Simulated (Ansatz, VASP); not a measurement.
## Two plane-wave programs on Co

```
Co
1.0
     2.45839    0.00000    0.00000
    -1.22920    2.12903    0.00000
     0.00000    0.00000    3.96069
Co
2
Direct
  0.33333 0.66667 0.25000
  0.66667 0.33333 0.75000
```

Alike in both runs: task single point; functional PBE; k mesh 4 × 4 × 2; occupations fermi-dirac, width 0.1 eV; no spin polarisation.

```csv
,VASP,Ansatz
version,VASP 6.6.1,Ansatz 0.2.0
potentials or method,"VASP PAW PBE potentials, release 64 (Co_sv), cutoff 690 eV","plane waves (420 eV) with PAW, scalar-relativistic"
valence electrons in the cell,34,34
```

|  | VASP | Ansatz | Ansatz less VASP |
| --- | --- | --- | --- |
| pressure (GPa) | -3.7 | -2.3 | +1.45 |
| traceless stress, the component that is largest in VASP (GPa) | 5.84 | 5.94 | +0.096 |

The k mesh is coarse, so the values compare programs but aren't converged.
